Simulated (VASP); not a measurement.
# Sb3Pb (Im-3m) in VASP: density of states with PBE

Aim: the density of states of Sb3Pb with PBE.

All numbers are computed with VASP 6.6.1; they aren't measurements. Logs are shortened: lines on timing, memory, paths and dates and some standing lists are left out, and cuts for length are marked.

## Step 1: The cell of the first run

The structure is cubic, space group Im-3m (No. 229). The conventional cell has a = 6.300 Å, b = 6.300 Å, c = 6.300 Å, α = 90.00°, β = 90.00°, γ = 90.00°. Within 4.1 Å of Sb (site symmetry 4/mmm) lie 4 Sb at 3.15 Å and 2 Pb at 3.15 Å. Pb (site symmetry m-3m) has 6 Sb at 3.15 Å within 4.1 Å.

## Step 2: Density of states, PBE

Input file POSCAR:

```
Sb3Pb
1.0
   -3.1497930176      3.1497930176      3.1497930176
    3.1497930176     -3.1497930176      3.1497930176
    3.1497930176      3.1497930176     -3.1497930176
Sb Pb
3 1
Direct
    0.0000000000      0.5000000000      0.5000000000
    0.5000000000      0.0000000000      0.5000000000
    0.5000000000      0.5000000000      0.0000000000
    0.0000000000      0.0000000000      0.0000000000
```

Input file INCAR.step1:

```
ALGO = Normal
EDIFF = 1E-7
ENCUT = 520
GGA = PE
ISIF = 2
ISMEAR = 0
LASPH = True
LCHARG = True
LREAL = False
LWAVE = False
NBANDS = 22
NELM = 100
PREC = Accurate
SIGMA = 0.1
```

Input file KPOINTS.step1:

```
k-points
0
Gamma
  10 10 10
```

Input file INCAR.step2:

```
ALGO = Normal
EDIFF = 1E-7
ENCUT = 520
GGA = PE
ICHARG = 11
ISIF = 2
ISMEAR = -5
LASPH = True
LCHARG = False
LORBIT = 10
LREAL = False
LWAVE = False
NEDOS = 2001
NELM = 100
PREC = Accurate
SIGMA = 0.1
```

Input file KPOINTS.step2:

```
k-points
0
Gamma
  15 15 15
```

Potentials or basis: VASP PAW PBE potentials, release 64 (Sb, Pb_d).

Command:

```bash
cat potpaw_PBE.64/Sb/POTCAR potpaw_PBE.64/Pb_d/POTCAR > POTCAR
cp INCAR.step1 INCAR
cp KPOINTS.step1 KPOINTS
mpirun -np 1 vasp_std > vasp.out
cp INCAR.step2 INCAR
cp KPOINTS.step2 KPOINTS
mpirun -np 1 vasp_std > vasp.out
```

OUTCAR:

```text
EDIFF = 1E-7
   ENCUT = 520
   GGA = PE
   ICHARG = 11
   ISIF = 2
   ISMEAR = -5
   LASPH = True
   LORBIT = 10
   LREAL = False
   NELM = 100
   PREC = Accurate

 ion  position               nearest neighbor table
   1  0.000  0.500  0.500-   2 3.15   3 3.15   4 3.15   4 3.15   3 3.15   2 3.15
   2  0.500  0.000  0.500-   1 3.15   3 3.15   4 3.15   3 3.15   4 3.15   1 3.15
   3  0.500  0.500  0.000-   1 3.15   2 3.15   4 3.15   2 3.15   1 3.15   4 3.15
   4  0.000  0.000  0.000-   1 3.15   2 3.15   3 3.15   1 3.15   2 3.15   3 3.15

  LATTYP: Found a body centered cubic cell.
 ALAT       =     6.2995860352

  Lattice vectors:

 A1 = (  -3.1497930176,   3.1497930176,   3.1497930176)
 A2 = (   3.1497930176,  -3.1497930176,   3.1497930176)
 A3 = (   3.1497930176,   3.1497930176,  -3.1497930176)

Analysis of symmetry for initial positions (statically):
=====================================================================
 Subroutine PRICEL returns:
 Original cell was already a primitive cell.

 Routine SETGRP: Setting up the symmetry group for a
 body centered cubic supercell.

 Subroutine GETGRP returns: Found 48 space group operations
 (whereof 48 operations were pure point group operations)
 out of a pool of 48 trial point group operations.

The static configuration has the point symmetry O_h .

Analysis of symmetry for dynamics (positions and initial velocities):
=====================================================================
 Subroutine PRICEL returns:
 Original cell was already a primitive cell.

 Routine SETGRP: Setting up the symmetry group for a
 body centered cubic supercell.

 Subroutine GETGRP returns: Found 48 space group operations
 (whereof 48 operations were pure point group operations)
 out of a pool of 48 trial point group operations.

The dynamic configuration has the point symmetry O_h .

 Subroutine INISYM returns: Found 48 space group operations
 (whereof 48 operations are pure point group operations),
 and found     1 'primitive' translations

----------------------------------------------------------------------------------------

                                     Primitive cell

[... 95 lines left out ...]
   NELM   =    100;   NELMIN=  2; NELMDL=  0     # of ELM steps
   EDIFF  = 0.1E-06   stopping-criterion for ELM
   LREAL  =      F    real-space projection
   EDIFFG = 0.1E-05   stopping-criterion for IOM
   NSW    =      0    number of steps for IOM
   IBRION =     -1    ionic relax: 0-MD 1-quasi-New 2-CG
   NFREE  =      0    steps in history (QN), initial steepest desc. (CG)
   ISIF   =      2    stress and relaxation
   ISYM   =      2    0-nonsym 1-usesym 2-fastsym
   POTIM  = 0.5000    time-step for ionic-motion
   TEBEG  =    0.0;   TEEND  =   0.0 temperature during run
   PSTRESS=    0.0 pullay stress
   NELECT =      29.0000    total number of electrons
   NUPDOWN=      -1.0000    fix difference up-down
   EMIN   =  10.00;   EMAX   =-10.00  energy-range for DOS
   EFERMI =   0.00;   METHOD = LEGACY
   ISMEAR =    -5;   SIGMA  =   0.10  broadening in eV -4-tet -1-fermi 0-gaus
   EFERMI_NEDOS =   21; number of points for ismear=-14 and -15
   IALGO  =     38    algorithm
   IMIX   =      4    mixing-type and parameters
     AMIX     =   0.40;   BMIX     =  1.00
     AMIX_MAG =   1.60;   BMIX_MAG =  1.00
  volume/ion in A,a.u.               =      31.25       210.88
  Fermi-wavevector in a.u.,A,eV,Ry     =   1.005940  1.900951 13.767948  1.011916
  Thomas-Fermi vector in A             =   2.138651
   LORBIT       =     10    0 simple, 1 ext, 2 COOP (PROOUT), +10 PAW based schemes
   GGA     = PE    functional components
   LHFCALC =     F    Hartree Fock is set to
   AEXX    =    0.0000 exact exchange contribution
   IVDW    =     0    specifies the selected vdW correction
   LEPSILON=     F    determine dielectric tensor
   LRPA    =     F    only Hartree local field effects (RPA)
 non-spin polarized calculation
 Fermi weights with tetrahedron method with Bloechl corrections
  energy-cutoff  :      520.00
  volume of cell :      125.00
 maximum number of plane-waves:      3392
 NGX is ok and might be reduce to    42

 number of electron      28.9999992 magnetization

 Free energy of the ion-electron system (eV)
  ---------------------------------------------------
  ext. energy  EPLUGINS =         0.00000000
  ---------------------------------------------------
  free energy    TOTEN  =       -15.74165973 eV

  energy without entropy =      -15.74165973  energy(sigma->0) =      -15.74165973

 E-fermi :   6.5024     XC(G=0):  -9.5460

 val. band max:        6.6248186267   @ k =   0.4000   0.2000   0.0000
 cond. band min:       6.4667908156   @ k =  -0.4000  -0.4000   0.1333
 fundamental gap:     -0.1580278111
 Fermi energy:         6.5023933833

 k-point     1 :       0.0000    0.0000    0.0000
  band No.  band energies     occupation
      1     -10.3369      2.00000
      2     -10.3369      2.00000
      3     -10.2834      2.00000
      4     -10.2834      2.00000
      5     -10.2834      2.00000
      6      -5.3476      2.00000
[... 481 lines left out ...]
      5     -10.2810      2.00000
      6      -3.5436      2.00000
[... 10 lines left out ...]
     17       7.6371      0.00000
     18       8.7620      0.00000

 [... further k-points ...]
[... 5 lines left out ...]
  --------------------------------------------------------------------------------------
  -------------------------------------------------------------------------------------
  Total       -0.1272386     -0.1272386     -0.1272386      0.0000000     -0.0000000      0.0000000
  in kB       -1.6308850     -1.6308850     -1.6308850      0.0000000     -0.0000000      0.0000000
  external PRESSURE =      -1.6308850 kB  Pullay stress =       0.0000000 kB

 VOLUME and BASIS-vectors are now :
 -----------------------------------------------------------------------------
  energy-cutoff  :      520.00
  volume of cell :      125.00
      direct lattice vectors                 reciprocal lattice vectors
    -3.149793018  3.149793018  3.149793018     0.000000000  0.158740589  0.158740589
     3.149793018 -3.149793018  3.149793018     0.158740589  0.000000000  0.158740589
     3.149793018  3.149793018 -3.149793018     0.158740589  0.158740589  0.000000000

 POSITION                                       TOTAL-FORCE (eV/Angst)
 -----------------------------------------------------------------------------------
      3.14979      0.00000      0.00000         0.000000     -0.000000     -0.000000
      0.00000      3.14979      0.00000        -0.000000      0.000000     -0.000000
      0.00000      0.00000      3.14979        -0.000000     -0.000000      0.000000
      0.00000      0.00000      0.00000        -0.000000     -0.000000     -0.000000
 -----------------------------------------------------------------------------------
    total drift:                               -0.000000      0.000000     -0.000000

  FREE ENERGIE OF THE ION-ELECTRON SYSTEM (eV)
  ---------------------------------------------------
  free  energy   TOTEN  =       -15.7416597285 eV

  energy  without entropy=      -15.7416597285  energy(sigma->0) =      -15.74165973

 total charge

# of ion       s       p       d       tot
------------------------------------------
    1        1.208   1.131   0.028   2.367
    2        1.208   1.131   0.028   2.367
    3        1.208   1.131   0.028   2.367
    4        1.372   0.762   9.825  11.960
--------------------------------------------------
tot          4.995   4.156   9.909  19.060
```

OSZICAR.step1:

```text
N       E                     dE             d eps       ncg     rms          rms(c)
DAV:   1     0.223420866563E+03    0.22342E+03   -0.11213E+04  2068   0.113E+03
DAV:   2     0.248845748540E+01   -0.22093E+03   -0.21221E+03  2284   0.294E+02
DAV:   3    -0.152099399099E+02   -0.17698E+02   -0.17181E+02  2656   0.895E+01
DAV:   4    -0.157130939541E+02   -0.50315E+00   -0.50216E+00  2448   0.178E+01
DAV:   5    -0.157342708992E+02   -0.21177E-01   -0.21175E-01  2850   0.383E+00    0.321E+00
DAV:   6    -0.157290381690E+02    0.52327E-02   -0.36265E-02  2686   0.204E+00    0.186E+00
DAV:   7    -0.157342317615E+02   -0.51936E-02   -0.26229E-02  2508   0.145E+00    0.220E-01
DAV:   8    -0.157344765276E+02   -0.24477E-03   -0.33873E-03  2616   0.666E-01    0.467E-02
DAV:   9    -0.157345253983E+02   -0.48871E-04   -0.24308E-04  2424   0.111E-01    0.288E-02
DAV:  10    -0.157345411152E+02   -0.15717E-04   -0.46423E-05  2384   0.375E-02    0.505E-03
DAV:  11    -0.157345425613E+02   -0.14461E-05   -0.46006E-06  2724   0.185E-02    0.269E-03
DAV:  12    -0.157345420086E+02    0.55269E-06   -0.98878E-07  2474   0.112E-02    0.937E-04
DAV:  13    -0.157345422241E+02   -0.21552E-06   -0.61886E-08  1562   0.140E-03    0.334E-04
DAV:  14    -0.157345422163E+02    0.78612E-08   -0.35539E-08  1340   0.263E-03
   1 F= -.15734542E+02 E0= -.15730799E+02  d E =-.748711E-02
```

Run time: 4.3 min. Hardware: 1 thread of Intel Xeon Platinum 8259CL at 2.50GHz (Skylake/Cascade Lake), shared host; peak memory 0.43 GiB.

What came out:

| Property | Result |
| --- | --- |
| Valence electrons inside the program's atomic spheres | Sb 2.37; Pb 11.96 |

Caveat: spin-orbit coupling is left out, which moves the levels of the heavy elements; tetrahedron occupations give inexact forces and stress in metals.
